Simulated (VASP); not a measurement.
# CuNi4 (I4/m) in VASP: relaxation of cell and atoms with PBE

Aim: the relaxation of cell and atoms of CuNi4 with PBE.

Everything below comes from runs of VASP 6.6.1. Logs are shortened: lines on timing, memory, paths and dates and some standing lists are left out, and cuts for length are marked.

### Step 1. The cell of the first run

Symmetry: I4/m, No. 87, tetragonal system. The conventional cell has a = 5.512 Å, b = 5.512 Å, c = 3.486 Å, α = 90.00°, β = 90.00°, γ = 90.00°. Within 3.3 Å of Cu (site symmetry 4/m) lie 12 Ni at 2.47 Å. Within 3.3 Å of Ni (site symmetry m) lie 9 Ni at 2.47 Å and 3 Cu at 2.47 Å.

### Step 2. Relaxation of cell and atoms, PBE, collinear spin, antiferromagnetic start

Contents of INCAR:

```
PREC = Accurate
ENCUT = 600
EDIFF = 1E-6
ISMEAR = 0
SIGMA = 0.1
LREAL = F
LASPH = T
NELM = 150
ALGO = Normal
ISIF = 3
LWAVE = F
LCHARG = F
ISPIN = 2
MAGMOM = 0 -2 -2 2 2
LORBIT = 11
LMAXMIX = 4
GGA = PE
IBRION = 2
NSW = 90
EDIFFG = -0.04
```

Contents of KPOINTS:

```
Automatic mesh
0
Gamma
  6 6 6
```

Contents of POSCAR:

```
CuNi4
1.0
   -2.7561728400      2.7561728400      1.7431567600
    2.7561728400     -2.7561728400      1.7431567600
    2.7561728400      2.7561728400     -1.7431567600
Cu Ni
1 4
Direct
    0.0000000000      0.0000000000      0.0000000000
    0.4000000000      0.2000000000      0.6000000000
    0.8000000000      0.4000000000      0.2000000000
    0.2000000000      0.6000000000      0.8000000000
    0.6000000000      0.8000000000      0.4000000000
```

Potentials or basis: VASP PAW PBE potentials, release 64 (Cu, Ni).

Command:

```
cat potpaw_PBE.64/Cu/POTCAR potpaw_PBE.64/Ni/POTCAR > POTCAR
mpirun -np 1 vasp_std > vasp.out
```

OUTCAR:

```text
PREC = Accurate
   ENCUT = 600
   EDIFF = 1E-6
   ISMEAR = 0
   LREAL = F
   LASPH = T
   NELM = 150
   ISIF = 3
   ISPIN = 2
   LORBIT = 11
   GGA = PE
   IBRION = 2
   NSW = 90
   EDIFFG = -0.04

 ion  position               nearest neighbor table
   1  0.000  0.000  0.000-   2 2.47   5 2.47   4 2.47   3 2.47   3 2.47   5 2.47   5 2.47   2 2.47
                             4 2.47   2 2.47   4 2.47   3 2.47
   2  0.400  0.200  0.600-   4 2.47   1 2.47   3 2.47   5 2.47   5 2.47   5 2.47   1 2.47   3 2.47
                             1 2.47   4 2.47   3 2.47   4 2.47
   3  0.800  0.400  0.200-   5 2.47   4 2.47   1 2.47   2 2.47   2 2.47   1 2.47   4 2.47   5 2.47
                             2 2.47   1 2.47   5 2.47   4 2.47
   4  0.200  0.600  0.800-   2 2.47   3 2.47   5 2.47   1 2.47   5 2.47   1 2.47   3 2.47   2 2.47
                             5 2.47   1 2.47   2 2.47   3 2.47
   5  0.600  0.800  0.400-   3 2.47   1 2.47   4 2.47   2 2.47   2 2.47   2 2.47   1 2.47   4 2.47
                             1 2.47   3 2.47   4 2.47   3 2.47

  LATTYP: Found a body centered tetragonal cell.
 ALAT       =     5.5123456800
 C/A-ratio  =     0.6324555321

  Lattice vectors:

 A1 = (  -2.7561728400,   2.7561728400,   1.7431567600)
 A2 = (   2.7561728400,  -2.7561728400,   1.7431567600)
 A3 = (   2.7561728400,   2.7561728400,  -1.7431567600)

Analysis of symmetry for initial positions (statically):
=====================================================================
 Subroutine PRICEL returns:
 Original cell was already a primitive cell.

 Routine SETGRP: Setting up the symmetry group for a
 body centered tetragonal supercell.

 Subroutine GETGRP returns: Found  8 space group operations
 (whereof  8 operations were pure point group operations)
 out of a pool of 16 trial point group operations.

The static configuration has the point symmetry C_4h.

Analysis of symmetry for dynamics (positions and initial velocities):
=====================================================================
 Subroutine PRICEL returns:
 Original cell was already a primitive cell.

 Routine SETGRP: Setting up the symmetry group for a
 body centered tetragonal supercell.

 Subroutine GETGRP returns: Found  8 space group operations
 (whereof  8 operations were pure point group operations)
 out of a pool of 16 trial point group operations.

The dynamic configuration has the point symmetry C_4h.

Analysis of structural, dynamic, and magnetic symmetry:
=====================================================================
 Subroutine PRICEL returns:
 Original cell was already a primitive cell.

 Routine SETGRP: Setting up the symmetry group for a
 body centered tetragonal supercell.

 Subroutine GETGRP returns: Found  4 space group operations
 (whereof  4 operations were pure point group operations)
 out of a pool of 16 trial point group operations.

The overall configuration has the point symmetry C_2h.

 Subroutine INISYM returns: Found  4 space group operations
 (whereof  4 operations are pure point group operations),
 and found     1 'primitive' translations

----------------------------------------------------------------------------------------

                                     Primitive cell

  volume of cell :      52.9675

  direct lattice vectors                    reciprocal lattice vectors
    -2.756172840  2.756172840  1.743156760     0.000000000  0.181410974  0.286835936
     2.756172840 -2.756172840  1.743156760     0.181410974  0.000000000  0.286835936
     2.756172840  2.756172840 -1.743156760     0.181410974  0.181410974  0.000000000

  length of vectors
     4.269844603  4.269844603  4.269844603     0.339388856  0.339388856  0.256553860

  position of ions in fractional coordinates (direct lattice)
     0.000000000  0.000000000  0.000000000
     0.400000000  0.200000000  0.600000000
     0.800000000  0.400000000  0.200000000
     0.200000000  0.600000000  0.800000000
     0.600000000  0.800000000  0.400000000

  ion indices of the primitive-cell ions
   primitive index   ion index
                 1           1
                 2           2
                 3           3
                 4           4
                 5           5

----------------------------------------------------------------------------------------

 KPOINTS: Automatic mesh

Automatic generation of k-mesh.
 Grid dimensions read from file:
 generate k-points for:    6    6    6

 Generating k-lattice:

  Cartesian coordinates                     Fractional coordinates (reciprocal lattice)
     0.000000000  0.030235162  0.047805989     0.166666667 -0.000000000  0.000000000
     0.030235162  0.000000000  0.047805989    -0.000000000  0.166666667  0.000000000
     0.030235162  0.030235162  0.000000000     0.000000000  0.000000000  0.166666667

  Length of vectors
     0.056564809  0.056564809  0.042758977

  Shift w.r.t. Gamma in fractional coordinates (k-lattice)
     0.000000000  0.000000000  0.000000000

 Subroutine IBZKPT returns following result:
 ===========================================

 Found     68 irreducible k-points:

 Following reciprocal coordinates:
            Coordinates               Weight
  0.000000  0.000000  0.000000      1.000000
  0.166667  0.000000  0.000000      4.000000
  0.166667  0.000000 -0.166667      4.000000
  0.333333  0.000000  0.000000      4.000000
  0.333333  0.000000 -0.333333      4.000000
  0.500000  0.000000  0.000000      2.000000
[... 16 lines left out ...]
  0.000000  0.000000  0.166667      2.000000
  0.333333  0.333333  0.000000      4.000000
 [... further k-points ...]
   k-points           NKPTS =     68   k-points in BZ     NKDIM =     68   number of bands    NBANDS=     30
   number of dos      NEDOS =    301   number of ions     NIONS =      5
   total plane-waves  NPLWV =  46656
   dimension x,y,z NGX =    36 NGY =   36 NGZ =   36
   dimension x,y,z NGXF=    72 NGYF=   72 NGZF=   72
   ions per type =               1   4
   NGX,Y,Z   is equivalent  to a cutoff of  14.02, 14.02, 14.02 a.u.
   NGXF,Y,Z  is equivalent  to a cutoff of  28.03, 28.03, 28.03 a.u.
 SYSTEM =  unknown system
   PREC   = accura    normal or accurate (medium, high low for compatibility)
   ISTART =      0    job   : 0-new  1-cont  2-samecut
   ICHARG =      2    charge: 1-file 2-atom 10-const
   ISPIN  =      2    spin polarized calculation?
   LNONCOLLINEAR =      F non collinear calculations
   LSORBIT =      F    spin-orbit coupling
   LASPH  =      T    aspherical Exc in radial PAW
   ENCUT  =  600.0 eV  44.10 Ry    6.64 a.u.   8.53  8.53  8.53*2*pi/ulx,y,z
   NELM   =    150;   NELMIN=  2; NELMDL= -5     # of ELM steps
   EDIFF  = 0.1E-05   stopping-criterion for ELM
   LREAL  =      F    real-space projection
   EDIFFG = -.4E-01   stopping-criterion for IOM
   NSW    =     90    number of steps for IOM
   IBRION =      2    ionic relax: 0-MD 1-quasi-New 2-CG
   NFREE  =      1    steps in history (QN), initial steepest desc. (CG)
   ISIF   =      3    stress and relaxation
   ISYM   =      2    0-nonsym 1-usesym 2-fastsym
   POTIM  = 0.5000    time-step for ionic-motion
   TEBEG  =    0.0;   TEEND  =   0.0 temperature during run
   PSTRESS=    0.0 pullay stress
   NELECT =      51.0000    total number of electrons
   NUPDOWN=      -1.0000    fix difference up-down
   EMIN   =  10.00;   EMAX   =-10.00  energy-range for DOS
   EFERMI =   0.00;   METHOD = LEGACY
   ISMEAR =     0;   SIGMA  =   0.10  broadening in eV -4-tet -1-fermi 0-gaus
   EFERMI_NEDOS =   21; number of points for ismear=-14 and -15
   IALGO  =     38    algorithm
   IMIX   =      4    mixing-type and parameters
     AMIX     =   0.40;   BMIX     =  1.00
     AMIX_MAG =   1.60;   BMIX_MAG =  1.00
  volume/ion in A,a.u.               =      10.59        71.49
  Fermi-wavevector in a.u.,A,eV,Ry     =   1.616572  3.054879 35.556183  2.613306
  Thomas-Fermi vector in A             =   2.711137
   LORBIT       =     11    0 simple, 1 ext, 2 COOP (PROOUT), +10 PAW based schemes
   GGA     = PE    functional components
   LHFCALC =     F    Hartree Fock is set to
   AEXX    =    0.0000 exact exchange contribution
   IVDW    =     0    specifies the selected vdW correction
   LEPSILON=     F    determine dielectric tensor
   LRPA    =     F    only Hartree local field effects (RPA)
 conjugate gradient relaxation of ions
 spin polarized calculation
 Gauss-broadening in eV      SIGMA  =   0.10
  energy-cutoff  :      600.00
  volume of cell :       52.97
 maximum number of plane-waves:      1791
 NGX is ok and might be reduce to    36
   NGX = 17   NGY = 17   NGZ = 17

--------------------------------------- Ionic step        1  -------------------------------------------

 number of electron      51.0000003 magnetization       0.0000000

 number of electron      51.0000003 magnetization      -0.0000000

 Free energy of the ion-electron system (eV)
  ---------------------------------------------------
  ext. energy  EPLUGINS =         0.00000000
  ---------------------------------------------------
  free energy    TOTEN  =       -25.31182995 eV

  energy without entropy =      -25.23932707  energy(sigma->0) =      -25.27557851

------------------------ aborting loop because EDIFF is reached ----------------------------------------

  FORCE on cell =-STRESS in cart. coord.  units (eV):
  Direction    XX          YY          ZZ          XY          YZ          ZX
  --------------------------------------------------------------------------------------
  -------------------------------------------------------------------------------------
  Total        2.7343421      2.7342625      2.7568007     -0.0001421      0.0000000      0.0000000
  in kB       82.7092523     82.7068464     83.3885864     -0.0042988      0.0000000      0.0000000
  external PRESSURE =      82.9348950 kB  Pullay stress =       0.0000000 kB
[... 149 lines left out ...]
--------------------------------------- Ionic step        5  -------------------------------------------

 number of electron      51.0000005 magnetization      -0.0000000

 number of electron      51.0000005 magnetization       0.0000000

 Free energy of the ion-electron system (eV)
  ---------------------------------------------------
  ext. energy  EPLUGINS =         0.00000000
  ---------------------------------------------------
  free energy    TOTEN  =       -25.36865846 eV

  energy without entropy =      -25.29294437  energy(sigma->0) =      -25.33080142

 E-fermi :   8.7480     XC(G=0): -13.1543

 val. band max:        8.7467219458   @ k =   0.3333  -0.1667   0.1667
 cond. band min:       8.7569212884   @ k =  -0.3333   0.1667   0.0000
 fundamental gap:      0.0101993426
 Fermi energy:         8.7480119064

 spin component 1

 k-point     1 :       0.0000    0.0000    0.0000
  band No.  band energies     occupation
      1      -0.0958      1.00000
      2       5.1357      1.00000
      3       5.1488      1.00000
      4       5.4707      1.00000
      5       5.4707      1.00000
      6       5.5092      1.00000
[... 781 lines left out ...]
     29      11.4211      0.00000
     30      12.9004      0.00000

 [... further k-points ...]

 spin component 2

 k-point     1 :       0.0000    0.0000    0.0000
  band No.  band energies     occupation
      1      -0.0958      1.00000
      2       5.1357      1.00000
      3       5.1488      1.00000
      4       5.4707      1.00000
      5       5.4707      1.00000
      6       5.5092      1.00000
[... 815 lines left out ...]
  FREE ENERGIE OF THE ION-ELECTRON SYSTEM (eV)
  ---------------------------------------------------
  free  energy   TOTEN  =       -25.3686584596 eV

  energy  without entropy=      -25.2929443730  energy(sigma->0) =      -25.33080142

 reached required accuracy - stopping structural energy minimisation

 total charge

# of ion       s       p       d       tot
------------------------------------------
    1        0.477   0.439   9.154  10.071
    2        0.483   0.474   8.336   9.292
    3        0.483   0.474   8.336   9.292
    4        0.483   0.474   8.336   9.292
    5        0.483   0.474   8.336   9.292
--------------------------------------------------
tot          2.408   2.334  42.498  47.240

 magnetization (x)

# of ion       s       p       d       tot
------------------------------------------
    1        0.000   0.000   0.000   0.000
    2       -0.000  -0.000   0.000   0.000
    3        0.000  -0.000  -0.000  -0.000
    4       -0.000   0.000   0.000   0.000
    5        0.000   0.000  -0.000  -0.000
--------------------------------------------------
tot          0.000   0.000   0.000   0.000
```

Wall time 42 min (1 thread of Oxide Virtual Turin-like, shared host); peak memory 0.35 GiB.

What came out:

```
Free energy                                           : -25.3687 eV
Relaxed volume                                        : 11.04 Å³/atom
Relaxed cell                                          : a = 4.329 Å, b = 4.329 Å, c = 4.329 Å, α = 99.60°, β = 99.60°, γ = 131.80°
Space group after relaxing (to 0.1 Å)                 : I4/m (No. 87)
Energy gained by relaxing                             : 11.4 meV/atom
Ionic steps                                           : 5
Pressure after relaxing                               : -0.2 GPa
Largest force after relaxing                          : 0.038 eV/Å
Net moment                                            : 0.00 μB per cell
Valence electrons inside the program's atomic spheres : Cu 10.07; Ni 9.29
```

Forces on the atoms (eV/Å):
```
Cu   0.000  0.000  0.000
Ni  -0.037 -0.005  0.000
Ni  -0.005  0.037  0.000
Ni   0.005 -0.037  0.000
Ni   0.037  0.005  0.000
```

Step by step:
```
step  energy change (eV)  largest force (eV/Å)  pressure (GPa)  volume (Å³)
   1              0.0000                0.1456            8.29        52.97
   2             -0.0119                0.0584           -6.42        57.28
   3             -0.0558                0.0915           -0.01        55.18
   4             -0.0557                0.0905           -0.25        55.22
   5             -0.0568                0.0377           -0.17        55.21
```

Final structure:
```
CELL_PARAMETERS angstrom
-2.79437 2.79437 1.76758
2.79437 -2.79437 1.76758
2.79437 2.79437 -1.76758
ATOMIC_POSITIONS crystal
Cu 0.00000 0.00000 0.00000
Ni 0.40000 0.19857 0.59857
Ni 0.80143 0.40000 0.20143
Ni 0.19857 0.60000 0.79857
Ni 0.60000 0.80143 0.40143
```

Caveat: the moments typed at the start vanished in this run.
